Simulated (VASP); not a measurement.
# Ca (Fm-3m) in VASP: a series of runs, part 3 of 3

VASP 6.6.1. The steps go on from the part before.

## 5. Electric field gradients, r2SCAN

This run uses another cell than the first one, of 43.63 Å³/atom.

The input, POSCAR:

```
Ca
1.0
    0.0000000000      2.7942000000      2.7942000000
    2.7942000000      0.0000000000      2.7942000000
    2.7942000000      2.7942000000      0.0000000000
Ca
1
Direct
    0.0000000000      0.0000000000      0.0000000000
```

The input, INCAR.step1:

```
SYSTEM = Ca
ALGO = Normal
EDIFF = 1E-5
ENCUT = 440
GGA = PE
GGA_COMPAT = .False.
ISMEAR = -1
LASPH = .True.
LCHARG = .False.
LREAL = .False.
LWAVE = .True.
NBANDS = 11
NELM = 120
PREC = Accurate
SIGMA = 0.08
```

The input, INCAR.step2:

```
SYSTEM = Ca
ALGO = Normal
EDIFF = 1E-8
ENCUT = 440
GGA_COMPAT = .False.
ISIF = 2
ISMEAR = -1
ISTART = 1
LASPH = .True.
LCHARG = .False.
LEFG = .True.
LMIXTAU = .True.
LREAL = .False.
LWAVE = .False.
METAGGA = R2SCAN
NBANDS = 11
NELM = 120
PREC = Accurate
SIGMA = 0.08
```

The input, KPOINTS:

```
k-points
0
Gamma
  11 11 11
  0 0 0
```

Potentials or basis: VASP PAW PBE potentials, release 64 (Ca_sv).

Started as:

```bash
$ cat potpaw_PBE.64/Ca_sv/POTCAR > POTCAR
$ cp INCAR.step1 INCAR
$ mpirun -np 1 vasp_std > vasp.out
$ cp INCAR.step2 INCAR
$ mpirun -np 1 vasp_std > vasp.out
```

OUTCAR:

```text
SYSTEM = Ca
   EDIFF = 1E-8
   ENCUT = 440
   ISIF = 2
   ISMEAR = -1
   ISTART = 1
   LASPH = .True.
   LREAL = .False.
   METAGGA = R2SCAN
   NELM = 120
   PREC = Accurate

 ion  position               nearest neighbor table
   1  0.000  0.000  0.000-

  LATTYP: Found a face centered cubic cell.
 ALAT       =     5.5884000000

  Lattice vectors:

 A1 = (   0.0000000000,   2.7942000000,   2.7942000000)
 A2 = (   2.7942000000,   0.0000000000,   2.7942000000)
 A3 = (   2.7942000000,   2.7942000000,   0.0000000000)

Analysis of symmetry for initial positions (statically):
=====================================================================
 Subroutine PRICEL returns:
 Original cell was already a primitive cell.

 Routine SETGRP: Setting up the symmetry group for a
 face centered cubic supercell.

 Subroutine GETGRP returns: Found 48 space group operations
 (whereof 48 operations were pure point group operations)
 out of a pool of 48 trial point group operations.

The static configuration has the point symmetry O_h .

Analysis of symmetry for dynamics (positions and initial velocities):
=====================================================================
 Subroutine PRICEL returns:
 Original cell was already a primitive cell.

 Routine SETGRP: Setting up the symmetry group for a
 face centered cubic supercell.

 Subroutine GETGRP returns: Found 48 space group operations
 (whereof 48 operations were pure point group operations)
 out of a pool of 48 trial point group operations.

The dynamic configuration has the point symmetry O_h .

[... 158 lines left out ...]
      7       4.5295      0.00000
      8       4.5295      0.00000
      9       5.6199      0.00000
     10       5.6199      0.00000
     11      11.3282      0.00000
[... 309 lines left out ...]
 k-point    24 :      -0.1818    0.1818    0.0000
  band No.  band energies     occupation
      1     -41.9775      2.00000
      2     -22.0887      2.00000
      3     -22.0473      2.00000
      4     -22.0263      2.00000
      5      -0.8972      2.00000
      6       3.4010      0.00000
      7       4.2203      0.00000
      8       5.0201      0.00000
      9       5.1124      0.00000
     10       6.1042      0.00000
     11       9.7022      0.00000

 [... further k-points ...]

------------------------ aborting loop because EDIFF is reached ----------------------------------------

  FORCE on cell =-STRESS in cart. coord.  units (eV):
  Direction    XX          YY          ZZ          XY          YZ          ZX
  --------------------------------------------------------------------------------------
  -------------------------------------------------------------------------------------
  Total       -0.0370125     -0.0370125     -0.0370125      0.0000000      0.0000000     -0.0000000
  in kB       -1.3591153     -1.3591153     -1.3591153      0.0000000      0.0000000     -0.0000000
  external PRESSURE =      -1.3591153 kB  Pullay stress =       0.0000000 kB

 VOLUME and BASIS-vectors are now :
 -----------------------------------------------------------------------------
  energy-cutoff  :      440.00
  volume of cell :       43.63
      direct lattice vectors                 reciprocal lattice vectors
     0.000000000  2.794200000  2.794200000    -0.178942094  0.178942094  0.178942094
     2.794200000  0.000000000  2.794200000     0.178942094 -0.178942094  0.178942094
     2.794200000  2.794200000  0.000000000     0.178942094  0.178942094 -0.178942094

 POSITION                                       TOTAL-FORCE (eV/Angst)
 -----------------------------------------------------------------------------------
      0.00000      0.00000      0.00000        -0.000000      0.000000      0.000000
 -----------------------------------------------------------------------------------
    total drift:                               -0.000000     -0.000000     -0.000000

  FREE ENERGIE OF THE ION-ELECTRON SYSTEM (eV)
  ---------------------------------------------------
  free  energy   TOTEN  =        -7.0424242764 eV

  energy  without entropy=       -7.0184897513  energy(sigma->0) =       -7.03045701

 Electric field gradients (V/A^2)
---------------------------------------------------------------------
 ion       V_xx      V_yy      V_zz      V_xy      V_xz      V_yz
---------------------------------------------------------------------
   1       0.000     0.000    -0.000    -0.001    -0.001    -0.001
---------------------------------------------------------------------

 Electric field gradients after diagonalization (V/A^2)
 (convention: |V_zz| > |V_xx| > |V_yy|)
----------------------------------------------------------------------
 ion       V_xx      V_yy      V_zz     asymmetry (V_yy - V_xx)/ V_zz
----------------------------------------------------------------------
   1       0.001     0.001    -0.001       0.000
----------------------------------------------------------------------

           NMR quadrupolar parameters

 Cq : quadrupolar parameter    Cq=e*Q*V_zz/h
 eta: asymmetry parameters     (V_yy - V_xx)/ V_zz
 Q  : nuclear electric quadrupole moment in mb (millibarn)
----------------------------------------------------------------------
 ion       Cq(MHz)       eta       Q (mb)
----------------------------------------------------------------------
   1      -0.000       0.000       1.000
----------------------------------------------------------------------
```

OUTCAR.step1:

```text
SYSTEM = Ca
   EDIFF = 1E-5
   ENCUT = 440
   GGA = PE
   ISMEAR = -1
   LASPH = .True.
   LREAL = .False.
[... 551 lines left out ...]
 -----------------------------------------------------------------------------------
      0.00000      0.00000      0.00000        -0.000000     -0.000000     -0.000000
 -----------------------------------------------------------------------------------
    total drift:                               -0.000000     -0.000000     -0.000000

  FREE ENERGIE OF THE ION-ELECTRON SYSTEM (eV)
  ---------------------------------------------------
  free  energy   TOTEN  =        -1.9415306700 eV

  energy  without entropy=       -1.9153138011  energy(sigma->0) =       -1.92842224
```

Wall time 44 s (1 thread of Intel Xeon 6975P-C (Granite Rapids), shared host); peak memory 0.17 GiB.

Results:

| Item | Value |
| --- | --- |
| Free energy | -7.0424 eV |
| Pressure | -0.1 GPa |
| Band gap on the k mesh | zero (bands 5 and 6 overlap by 0.44 eV) |
| Largest electric field gradient by atom | under 0.05 V/Å² on every atom |

Levels at points of the mesh, in eV from the Fermi level:
| k point | band 1 | band 2 | band 3 | band 4 | band 5 | band 6 | band 7 | band 8 | band 9 | band 10 |
| --- | --- | --- | --- | --- | --- | --- | --- | --- | --- | --- |
| (0.00, 0.00, 0.00) | -43.85 | -23.88 | -23.88 | -23.88 | -4.23 | 2.66 | 2.66 | 2.66 | 3.75 | 3.75 |

Caveat: the PAW data sets were made with another functional, which shifts forces and pressure a little.

## 6. The runs side by side

| level | potentials or basis | cell | cutoff (eV) | gap on the mesh (eV) | pressure (GPa) |
| --- | --- | --- | --- | --- | --- |
| LDA | VASP PAW LDA potentials, release 64 (Ca_sv) | a = 3.898 Å, angles 60.0°, 1 atom | 400 | none | -1.6 |
| LDA | VASP PAW LDA potentials, release 64 (Ca_sv) | a = 3.952 Å, angles 60.0°, 1 atom | 400 | none | -2.1 |
| PBEsol | VASP PAW PBE potentials, release 64 (Ca_sv) | a = 3.952 Å, angles 60.0°, 1 atom | 400 | none | -1.1 |
| r2SCAN | VASP PAW PBE potentials, release 64 (Ca_sv) | a = 3.952 Å, angles 60.0°, 1 atom | 440 | none | -0.1 |

Alike in all rows: task electric field gradients; no spin polarisation; k mesh 11 × 11 × 11; smearing fermi-dirac 0.08 eV.

Caveats: the PAW data sets were made with another functional, which shifts forces and pressure a little (at least some runs).

Absolute energies hang on the potentials; compare differences alone.
